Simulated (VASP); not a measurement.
Crystal: Ag.

```
Ag
1.0
     2.88620    0.00000    0.00000
    -1.44310    2.49952    0.00000
     0.00000    0.00000   10.00000
Ag
4
Direct
  0.33333 0.66667 0.25000
  0.66667 0.33333 0.75000
  0.00000 0.00000 0.00000
  0.00000 0.00000 0.50000
```

| Quantity | Value |
| --- | --- |
| Program | VASP 6.6.1 |
| Task | relaxation of cell and atoms |
| Functional | RPBE |
| Potentials or basis | VASP PAW PBE potentials, release 64 (Ag) |
| Cutoff | 600 eV |
| k mesh | 13 × 13 × 3 |
| Occupations | fermi-dirac, width 0.1 eV |
| Spin | no spin polarisation |

At the start: pressure 3.1 GPa; volume 18.04 Å³/atom.

Task: How do energy, volume and symmetry change on relaxing?

Result: Over 9 steps the energy falls by 13.4 meV/atom and the volume is 18.67 Å³/atom (+3.5 %); space group P6_3/mmc (No. 194, to 0.05 Å).

Step by step:
```tsv
step	energy change (eV)	largest force (eV/Å)	pressure (GPa)	volume (Å³)
1	0.0000	0.0000	3.13	72.14
2	-0.0434	0.0000	-1.12	75.86
3	-0.0443	0.0000	-0.56	75.35
4	-0.0443	0.0000	-0.68	75.42
5	-0.0514	0.0000	-0.27	74.96
6	-0.0536	0.0000	0.10	74.57
7	-0.0536	0.0000	0.16	74.53
8	-0.0536	0.0000	0.09	74.54
9	-0.0537	0.0000	-0.05	74.67
```

Final structure:
```yaml
crystal:
  lattice:
    - [2.96638, 0.00000, 0.00000]
    - [-1.48319, 2.56896, 0.00000]
    - [0.00000, 0.00000, 9.79802]
  atoms:
    - { symbol: Ag, position: [0.33333, 0.66667, 0.25000] }
    - { symbol: Ag, position: [0.66667, 0.33333, 0.75000] }
    - { symbol: Ag, position: [0.00000, 0.00000, 0.00000] }
    - { symbol: Ag, position: [0.00000, 0.00000, 0.50000] }
```

Caveat: the PAW data sets were made with another functional, which shifts forces and pressure a little.
